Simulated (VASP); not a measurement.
The system is PtSe2.

```xyz
3
Lattice="3.7603 0.0000 0.0000 -1.8802 3.2565 0.0000 0.0000 0.0000 4.8632" Properties=species:S:1:pos:R:3 pbc="T T T"
Pt    0.0000    0.0000    0.0000
Se    0.0000    2.1710    1.2682
Se    1.8802    1.0855    3.5950
```

Base run:

* Program: VASP 6.6.1
* Functional: PBEsol
* Dispersion: D4
* Potentials or basis: VASP PAW PBE potentials, release 64 (Pt, Se)
* Cutoff: 520 eV
* k mesh: 9 × 9 × 7
* Occupations: gaussian, width 0.1 eV
* Spin: no spin polarisation

Its results: band gap on the k mesh zero (band 11 reaches 7.31 eV, above the bottom of band 12 at 6.52 eV); pressure -2.2 GPa; largest force 0.010 eV/Å.

Task: The run is repeated on the same cell with these changes: dispersion from D4 to none. What comes out?

Result: Band gap on the k mesh zero (band 11 reaches 7.31 eV, above the bottom of band 12 at 6.52 eV); pressure 0.1 GPa; largest force 0.005 eV/Å.

Dispersion adds attraction, which lowers the pressure at fixed volume and, as a term added to the energy, leaves the levels alone.

Caveats: the PAW data sets were made with another functional, which shifts forces and pressure a little; spin-orbit coupling is left out, which moves the levels of the heavy elements; pairwise dispersion overbinds metals, which lowers pressure and volume (some runs).
